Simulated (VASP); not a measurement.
# Re (P-1) in VASP: single point with PBE

Aim: the single point of Re with PBE.

All numbers are computed with VASP 6.6.1; they aren't measurements. Logs are shortened: lines on timing, memory, paths and dates and some standing lists are left out, and cuts for length are marked.

## (1) The cell of the first run

The typed cell holds 1 atom: a = 2.928 Å, b = 2.879 Å, c = 2.906 Å, α = 58.89°, β = 61.70°, γ = 60.36°.

## (2) Single point, PBE (the cell strained at random)

INCAR reads:

```
SYSTEM = Re
PREC = Accurate
ENCUT = 520
EDIFF = 1E-6
ISMEAR = 0
SIGMA = 0.1
LREAL = .False.
LASPH = .True.
NELM = 100
ALGO = Fast
ISIF = 2
LWAVE = .False.
LCHARG = .True.
GGA = PE
LELF = .True.
LVHAR = .True.
NBANDS = 10
```

KPOINTS reads:

```
regular mesh
0
Gamma
  16 16 16
  0 0 0
```

POSCAR reads:

```
Re
1.0
   -0.0442005000      2.0535062500      2.0861530000
    2.0545530000      0.0248850000      2.0170675000
    2.0893525000      2.0192202500     -0.0099145000
Re
1
Direct
    0.0000000000      0.0000000000      0.0000000000
```

Potentials or basis: VASP PAW PBE potentials, release 64 (Re).

Started as:

```
cat potpaw_PBE.64/Re/POTCAR > POTCAR
mpirun -np 1 vasp_std > vasp.out
```

OUTCAR:

```text
SYSTEM = Re
   PREC = Accurate
   ENCUT = 520
   EDIFF = 1E-6
   ISMEAR = 0
   LREAL = .False.
   LASPH = .True.
   NELM = 100
   ISIF = 2
   GGA = PE

 ion  position               nearest neighbor table
   1  0.000  0.000  0.000-

  LATTYP: Found a triclinic cell.
 ALAT       =     4.9769063506
 B/A-ratio  =     0.5838244854
 C/A-ratio  =     0.8266820430
 COS(alpha) =     0.0072238560
 COS(beta)  =     0.4057489988
 COS(gamma) =     0.8687134550

  Lattice vectors:

 A1 = (   2.1241520000,   4.0135555000,  -2.0368965000)
 A2 = (   2.0893525000,   2.0192202500,  -0.0099145000)
 A3 = (   0.0790000000,  -0.0591710000,  -4.1131350000)

Analysis of symmetry for initial positions (statically):
=====================================================================
 Subroutine PRICEL returns:
 Original cell was already a primitive cell.

 Routine SETGRP: Setting up the symmetry group for a
 triclinic supercell.

 Subroutine GETGRP returns: Found  2 space group operations
 (whereof  2 operations were pure point group operations)
 out of a pool of  2 trial point group operations.

The static configuration has the point symmetry S_2 .

Analysis of symmetry for dynamics (positions and initial velocities):
=====================================================================
 Subroutine PRICEL returns:
 Original cell was already a primitive cell.

 Routine SETGRP: Setting up the symmetry group for a
 triclinic supercell.

 Subroutine GETGRP returns: Found  2 space group operations
 (whereof  2 operations were pure point group operations)
 out of a pool of  2 trial point group operations.

The dynamic configuration has the point symmetry S_2 .

 Subroutine INISYM returns: Found  2 space group operations
 (whereof  2 operations are pure point group operations),
 and found     1 'primitive' translations

----------------------------------------------------------------------------------------

                                     Primitive cell

  volume of cell :      17.4222

  direct lattice vectors                    reciprocal lattice vectors
    -0.044200500  2.053506250  2.086153000    -0.233790444  0.243065069  0.235136496
     2.054553000  0.024885000  2.017067500     0.242951822 -0.250155774  0.251388579
     2.089352500  2.019220250 -0.009914500     0.234766010  0.251131340 -0.242227201

  length of vectors
     2.927605838  2.879300018  2.905639789     0.411129872  0.429883375  0.420542562

  position of ions in fractional coordinates (direct lattice)
[... 83 lines left out ...]
   ISIF   =      2    stress and relaxation
   ISYM   =      2    0-nonsym 1-usesym 2-fastsym
   POTIM  = 0.5000    time-step for ionic-motion
   TEBEG  =    0.0;   TEEND  =   0.0 temperature during run
   PSTRESS=    0.0 pullay stress
   NELECT =       7.0000    total number of electrons
   NUPDOWN=      -1.0000    fix difference up-down
   EMIN   =  10.00;   EMAX   =-10.00  energy-range for DOS
   EFERMI =   0.00;   METHOD = LEGACY
   ISMEAR =     0;   SIGMA  =   0.10  broadening in eV -4-tet -1-fermi 0-gaus
   EFERMI_NEDOS =   21; number of points for ismear=-14 and -15
   IALGO  =     68    algorithm
   IMIX   =      4    mixing-type and parameters
     AMIX     =   0.40;   BMIX     =  1.00
     AMIX_MAG =   1.60;   BMIX_MAG =  1.00
  volume/ion in A,a.u.               =      17.42       117.57
  Fermi-wavevector in a.u.,A,eV,Ry     =   1.208017  2.282821 19.855042  1.459304
  Thomas-Fermi vector in A             =   2.343637
   LORBIT       =      0    0 simple, 1 ext, 2 COOP (PROOUT), +10 PAW based schemes
   GGA     = PE    functional components
   LHFCALC =     F    Hartree Fock is set to
   AEXX    =    0.0000 exact exchange contribution
   IVDW    =     0    specifies the selected vdW correction
   LEPSILON=     F    determine dielectric tensor
   LRPA    =     F    only Hartree local field effects (RPA)
 non-spin polarized calculation
 RMM-DIIS sequential band-by-band and
 Gauss-broadening in eV      SIGMA  =   0.10
  energy-cutoff  :      520.00
  volume of cell :       17.42
 maximum number of plane-waves:       489
 NGX is ok and might be reduce to    24
   NGX = 11   NGY = 11   NGZ = 11

 number of electron       7.0000000 magnetization

 Free energy of the ion-electron system (eV)
  ---------------------------------------------------
  ext. energy  EPLUGINS =         0.00000000
  ---------------------------------------------------
  free energy    TOTEN  =       -11.99945212 eV

  energy without entropy =      -11.99438779  energy(sigma->0) =      -11.99691995

 E-fermi :   6.1964     XC(G=0): -12.8120

 val. band max:        6.1963231638   @ k =   0.1875   0.0625   0.2500
 cond. band min:       6.1969714579   @ k =  -0.3125  -0.0000   0.2500
 fundamental gap:      0.0006482941
 Fermi energy:         6.1963762411

 k-point     1 :       0.0000    0.0000    0.0000
  band No.  band energies     occupation
      1      -2.7682      2.00000
      2       4.2336      2.00000
      3       4.7037      2.00000
      4       5.0449      2.00000
      5       6.9165      0.00000
      6       7.3754      0.00000
      7      19.8716      0.00000
      8      23.8052      0.00000
      9      24.7535      0.00000
     10      25.4140      0.00000
[... 287 lines left out ...]
 k-point    24 :      -0.1250    0.0625    0.0000
  band No.  band energies     occupation
      1      -1.8837      2.00000
      2       3.9587      2.00000
      3       4.9628      2.00000
      4       5.1989      2.00000
      5       6.7039      0.00000
      6       7.3447      0.00000
      7      21.1820      0.00000
      8      21.6897      0.00000
      9      25.4720      0.00000
     10      26.6593      0.00000

 [... further k-points ...]

------------------------ aborting loop because EDIFF is reached ----------------------------------------

  FORCE on cell =-STRESS in cart. coord.  units (eV):
  Direction    XX          YY          ZZ          XY          YZ          ZX
  --------------------------------------------------------------------------------------
  -------------------------------------------------------------------------------------
  Total       -4.6310136     -3.8945229     -4.2149333      0.0625160     -0.4015209      0.4970236
  in kB     -425.8758034   -358.1468805   -387.6123567      5.7490766    -36.9245352     45.7071259
  external PRESSURE =    -390.5450135 kB  Pullay stress =       0.0000000 kB

 VOLUME and BASIS-vectors are now :
 -----------------------------------------------------------------------------
  energy-cutoff  :      520.00
  volume of cell :       17.42
      direct lattice vectors                 reciprocal lattice vectors
    -0.044200500  2.053506250  2.086153000    -0.233790444  0.243065069  0.235136496
     2.054553000  0.024885000  2.017067500     0.242951822 -0.250155774  0.251388579
     2.089352500  2.019220250 -0.009914500     0.234766010  0.251131340 -0.242227201

 POSITION                                       TOTAL-FORCE (eV/Angst)
 -----------------------------------------------------------------------------------
      0.00000      0.00000      0.00000         0.000000     -0.000000      0.000000
 -----------------------------------------------------------------------------------
    total drift:                                0.000000     -0.000000     -0.000000

  FREE ENERGIE OF THE ION-ELECTRON SYSTEM (eV)
  ---------------------------------------------------
  free  energy   TOTEN  =       -11.9994521173 eV

  energy  without entropy=      -11.9943877880  energy(sigma->0) =      -11.99691995
```

stdout:

```text
POSCAR found type information on POSCAR Re
 POSCAR found :  1 types and       1 ions
 scaLAPACK will be used
 LDA part: xc-table for (Slater+PW92), standard interpolation
 POSCAR, INCAR and KPOINTS ok, starting setup
 FFT: planning ... GRIDC
 FFT: planning ... GRID_SOFT
 FFT: planning ... GRID
 WAVECAR not read
 entering main loop
```

Wall time 8.7 min (1 thread of Intel Xeon 8259CL, shared host); peak memory 0.48 GiB.

Results:

```
Free energy            : -11.9995 eV
Pressure               : -39.1 GPa
Band gap on the k mesh : zero (an odd number of electrons rules out a gap without spin polarisation)
```

Levels at points of the mesh, in eV from the Fermi level:
```csv
k point,band 2,band 3,band 4,band 5,band 6,band 7
"(0.00, 0.00, 0.00)",-1.96,-1.49,-1.15,0.72,1.18,13.68
"(0.50, 0.00, 0.00)",-1.80,-1.33,-0.26,2.59,2.95,7.26
"(0.00, 0.50, 0.00)",-2.06,-1.46,0.34,2.79,3.17,8.14
"(0.50, 0.50, 0.00)",-4.73,2.24,2.68,3.31,3.66,10.28
"(0.00, 0.00, 0.50)",-1.82,-1.49,0.04,2.46,3.19,7.76
"(0.50, 0.00, 0.50)",-4.76,2.53,2.78,3.34,3.60,10.09
"(0.00, 0.50, 0.50)",-4.72,1.91,2.78,3.40,3.51,9.85
"(0.50, 0.50, 0.50)",-2.20,-1.16,0.11,2.76,3.05,7.80
```

Caveat: the cell differs from its parent crystal (the cell strained at random); the cell stands under tension; spin-orbit coupling is left out, which moves the levels of the heavy elements.
